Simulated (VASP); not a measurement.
# CaSe (F-43m) in VASP: vibrations by perturbation theory with PBEsol

Aim: the vibrations by perturbation theory of CaSe with PBEsol.

Program: VASP 6.6.1. These are calculated values, not measurements. Logs are shortened: lines on timing, memory, paths and dates and some standing lists are left out, and cuts for length are marked.

### Step 1. The cell of the first run

Symmetry: F-43m, No. 216, cubic system. Conventional cell: a = 6.503 Å, b = 6.503 Å, c = 6.503 Å, α = 90.00°, β = 90.00°, γ = 90.00°. Ca (site symmetry -43m) has 4 Se at 2.82 Å within 3.7 Å. Within 3.7 Å of Se (site symmetry -43m) lie 4 Ca at 2.82 Å.

### Step 2. Vibrations by perturbation theory, PBEsol

File INCAR:

```
SYSTEM = CaSe
PREC     = Accurate       ! precision mode
ENCUT    = 520            ! plane-wave cutoff, eV
EDIFF    = 1E-8           ! SCF threshold, eV
ISMEAR   = 0              ! smearing method
SIGMA    = 0.01           ! smearing width, eV
LREAL    = .FALSE.        ! projectors in reciprocal space
LASPH    = .TRUE.         ! aspherical terms in the spheres
NELM     = 60             ! most SCF steps
ALGO     = Normal         ! electronic algorithm
ISIF     = 2              ! what is computed and relaxed
LWAVE    = .FALSE.        ! write WAVECAR
LCHARG   = .FALSE.        ! write CHGCAR
GGA      = PS             ! functional
NBANDS   = 15             ! bands
IBRION   = 8              ! ionic algorithm
NSW      = 1              ! ionic steps
LEPSILON = .TRUE.         ! dielectric tensor by DFPT
```

File KPOINTS:

```
regular mesh
0
G
  6 6 6
  0 0 0
```

File POSCAR:

```
CaSe
1.0
    0.0000000000      3.2514578096      3.2514578096
    3.2514578096      0.0000000000      3.2514578096
    3.2514578096      3.2514578096      0.0000000000
Ca Se
1 1
Direct
    0.0000000000      0.0000000000      0.0000000000
    0.2500000000      0.2500000000      0.2500000000
```

Potentials or basis: VASP PAW PBE potentials, release 64 (Ca_sv, Se).

The run is started by

```console
$ cat potpaw_PBE.64/Ca_sv/POTCAR potpaw_PBE.64/Se/POTCAR > POTCAR
$ mpirun -np 1 vasp_std > vasp.out
```

OUTCAR:

```text
SYSTEM = CaSe
   PREC = Accurate
   ENCUT = 520
   EDIFF = 1E-8
   ISMEAR = 0
   LREAL = .FALSE.
   LASPH = .TRUE.
   NELM = 60
   ISIF = 2
   GGA = PS
   IBRION = 8
   NSW = 1
   LEPSILON = .TRUE.

 ion  position               nearest neighbor table
   1  0.000  0.000  0.000-   2 2.82   2 2.82   2 2.82   2 2.82
   2  0.250  0.250  0.250-   1 2.82   1 2.82   1 2.82   1 2.82

  LATTYP: Found a face centered cubic cell.
 ALAT       =     6.5029156192

  Lattice vectors:

 A1 = (   0.0000000000,   3.2514578096,   3.2514578096)
 A2 = (   3.2514578096,   0.0000000000,   3.2514578096)
 A3 = (   3.2514578096,   3.2514578096,   0.0000000000)

Analysis of symmetry for initial positions (statically):
=====================================================================
 Subroutine PRICEL returns:
 Original cell was already a primitive cell.

 Routine SETGRP: Setting up the symmetry group for a
 face centered cubic supercell.

 Subroutine GETGRP returns: Found 24 space group operations
 (whereof 24 operations were pure point group operations)
 out of a pool of 48 trial point group operations.

The static configuration has the point symmetry T_d .

Analysis of symmetry for dynamics (positions and initial velocities):
=====================================================================
 Subroutine PRICEL returns:
 Original cell was already a primitive cell.

 Routine SETGRP: Setting up the symmetry group for a
 face centered cubic supercell.

 Subroutine GETGRP returns: Found 24 space group operations
 (whereof 24 operations were pure point group operations)
 out of a pool of 48 trial point group operations.

The dynamic configuration has the point symmetry T_d .

 Subroutine INISYM returns: Found 24 space group operations
 (whereof 24 operations are pure point group operations),
 and found     1 'primitive' translations

----------------------------------------------------------------------------------------

                                     Primitive cell

  volume of cell :      68.7487

  direct lattice vectors                    reciprocal lattice vectors
     0.000000000  3.251457810  3.251457810    -0.153777176  0.153777176  0.153777176
     3.251457810  0.000000000  3.251457810     0.153777176 -0.153777176  0.153777176
     3.251457810  3.251457810  0.000000000     0.153777176  0.153777176 -0.153777176

  length of vectors
     4.598255732  4.598255732  4.598255732     0.266349882  0.266349882  0.266349882

  position of ions in fractional coordinates (direct lattice)
     0.000000000  0.000000000  0.000000000
     0.250000000  0.250000000  0.250000000

  ion indices of the primitive-cell ions
   primitive index   ion index
                 1           1
                 2           2

----------------------------------------------------------------------------------------

 KPOINTS: regular mesh

Automatic generation of k-mesh.
 Grid dimensions read from file:
 generate k-points for:    6    6    6

 Generating k-lattice:

  Cartesian coordinates                     Fractional coordinates (reciprocal lattice)
[... 427 lines left out ...]
  ---------------------------------------------------
  ---------------------------------------------------
  free energy    TOTEN  =        -0.64698997 eV

  energy without entropy =       -0.64698997

------------------------ aborting loop because EDIFF is reached ----------------------------------------

--------------------------------------- Ionic step        2  -------------------------------------------

------------------------ aborting loop because EDIFF is reached ----------------------------------------

--------------------------------------- Ionic step        3  -------------------------------------------

------------------------ aborting loop because EDIFF is reached ----------------------------------------

 PIEZOELECTRIC TENSOR FIELD DIRECTION 3  (e Angst)
 -----------------------------------------------------------------------------
     0.00134 -1.11803  0.00000           ( -0.00000  0.20138  0.00000)
    -1.11803  0.00134  0.00000           (  0.20138 -0.00000  0.00000)
     0.00000  0.00000 -0.00248           (  0.00000  0.00000 -0.00001)

 PIEZOELECTRIC TENSOR FIELD DIRECTION 3  (C/m^2)
 -----------------------------------------------------------------------------
     0.00031 -0.26056  0.00000
    -0.26056  0.00031  0.00000
     0.00000  0.00000 -0.00058

--------------------------------------- Ionic step        4  -------------------------------------------

------------------------ aborting loop because EDIFF is reached ----------------------------------------

[... ionic steps 5 to 6 ...]

--------------------------------------- Ionic step        7  -------------------------------------------

 Free energy of the ion-electron system (eV)
  ---------------------------------------------------
  ---------------------------------------------------
  free energy    TOTEN  =        -0.08923239 eV

  energy without entropy =       -0.08923239

------------------------ aborting loop because EDIFF is reached ----------------------------------------

 INTERNAL STRAIN TENSOR  FOR ION    2  DIRECTION 1   (eV/Angst):
 -----------------------------------------------------------------------------
    -0.00242  0.00000  0.00000
     0.00000  0.00025 -5.97228
     0.00000 -5.97228  0.00025

 MACROSCOPIC STATIC DIELECTRIC TENSOR (including local field effects in DFT)
 ------------------------------------------------------
           3.988184    -0.000000    -0.000000
          -0.000000     3.988184    -0.000000
           0.000000    -0.000000     3.988184
 ------------------------------------------------------

 PIEZOELECTRIC TENSOR (including local field effects)  for field in x, y, z        (e  Angst)
          XX          YY          ZZ          XY          YZ          ZX
  --------------------------------------------------------------------------------
  x     0.00000     0.00000    -0.00000     0.00000    -1.12436    -0.00000
  y    -0.00000     0.00000    -0.00000     0.00000    -0.00000    -1.12436
  z     0.00000    -0.00000     0.00000    -1.12436     0.00000     0.00000

 PIEZOELECTRIC TENSOR (including local field effects)  for field in x, y, z        (C/m^2)
          XX          YY          ZZ          XY          YZ          ZX
  --------------------------------------------------------------------------------
  x     0.00000     0.00000    -0.00000     0.00000    -0.26203    -0.00000
  y    -0.00000     0.00000    -0.00000     0.00000    -0.00000    -0.26203
  z     0.00000    -0.00000     0.00000    -0.26203     0.00000     0.00000

 BORN EFFECTIVE CHARGES (including local field effects) (in |e|, cummulative output)
 ---------------------------------------------------------------------------------
 ion    1
    1     1.93908     0.00000    -0.00000
    2     0.00000     1.93908     0.00000
    3    -0.00000     0.00000     1.93908
 ion    2
    1    -1.93908    -0.00000     0.00000
    2    -0.00000    -1.93908    -0.00000
    3     0.00000    -0.00000    -1.93908

 INTERNAL STRAIN TENSOR FOR ION    2 for displacements in x,y,z  (eV/Angst):
          X           Y           Z          XY          YZ          ZX
  --------------------------------------------------------------------------------
  x     0.00000     0.00000     0.00000     0.00000    -5.97228     0.00000
  y     0.00000     0.00000     0.00000     0.00000     0.00000    -5.97228
  z     0.00000     0.00000     0.00000    -5.97228     0.00000     0.00000

 SECOND DERIVATIVES (NOT SYMMETRIZED)
 ------------------------------------
               1X          1Y          1Z          2X          2Y          2Z
  1X    -4.153963    0.000000    0.000000    4.153963    0.000000    0.000000
  1Y     0.000000   -4.153963    0.000000    0.000000    4.153963    0.000000
  1Z     0.000000    0.000000   -4.153963    0.000000    0.000000    4.153963
  2X     4.162130    0.000000    0.000000   -4.162130    0.000000    0.000000
  2Y     0.000000    4.162130    0.000000    0.000000   -4.162130    0.000000
  2Z     0.000000    0.000000    4.162130    0.000000    0.000000   -4.162130

 Eigenvectors and eigenvalues of the dynamical matrix
 ----------------------------------------------------

   1 f  =    6.181758 THz    38.841132 2PiTHz  206.201254 cm-1    25.565686 meV
             X         Y         Z           dx          dy          dz
      0.000000  0.000000  0.000000     0.000000    0.814174    0.000000
      1.625729  1.625729  1.625729     0.000000   -0.580621    0.000000
[... 21 lines left out ...]
   6 f/i=    0.002870 THz     0.018033 2PiTHz    0.095732 cm-1     0.011869 meV
             X         Y         Z           dx          dy          dz
      0.000000  0.000000  0.000000     0.000000    0.000000   -0.580621
      1.625729  1.625729  1.625729     0.000000    0.000000   -0.814174

--------------------------------------------------------------------------------------------------------

 MACROSCOPIC STATIC DIELECTRIC TENSOR IONIC CONTRIBUTION
 ------------------------------------------------------
           2.380133     0.000000    -0.000000
           0.000000     2.380133     0.000000
          -0.000000     0.000000     2.380133
 ------------------------------------------------------

 ELASTIC MODULI CONTR FROM IONIC RELAXATION (kBar)
 Direction    XX          YY          ZZ          XY          YZ          ZX
 --------------------------------------------------------------------------------
 XX          -0.0000      0.0000      0.0000      0.0000     -0.0000      0.0000
 YY           0.0000     -0.0000      0.0000      0.0000      0.0000     -0.0000
 ZZ           0.0000      0.0000     -0.0000     -0.0000      0.0000      0.0000
 XY           0.0000      0.0000     -0.0000   -197.9239      0.0000      0.0000
 YZ          -0.0000      0.0000      0.0000      0.0000   -197.9239      0.0000
 ZX           0.0000     -0.0000      0.0000      0.0000      0.0000   -197.9239
 --------------------------------------------------------------------------------

 PIEZOELECTRIC TENSOR IONIC CONTR  for field in x, y, z        (C/m^2)
          XX          YY          ZZ          XY          YZ          ZX
  --------------------------------------------------------------------------------
  x     0.00000     0.00000    -0.00000    -0.00000     0.64584     0.00000
  y     0.00000     0.00000     0.00000     0.00000     0.00000     0.64584
  z    -0.00000     0.00000     0.00000     0.64584    -0.00000     0.00000
```

Run time: 5.1 min. Hardware: 1 thread of Intel Xeon 6975P-C (Granite Rapids), shared host; peak memory 0.32 GiB.

Results:

* Electronic dielectric tensor (diagonal): 3.99
* Born charges (mean of the diagonal): Ca +1.94; Se -1.94 e
* Highest phonon frequency at Γ, LO-TO splitting left out: 206 cm⁻¹

Phonon frequencies in cm⁻¹ (negative: imaginary):
```csv
q point,frequencies
"(0.000, 0.000, 0.000)",0 0 0 206 206 206
```

Electronic dielectric tensor:
```
3.99 0.00 0.00
0.00 3.99 0.00
0.00 0.00 3.99
```

Born effective charge tensors (e):
atom 1, Ca
```
1.94 0.00 0.00
0.00 1.94 0.00
0.00 0.00 1.94
```
atom 2, Se
```
-1.94  0.00  0.00
 0.00 -1.94  0.00
 0.00  0.00 -1.94
```
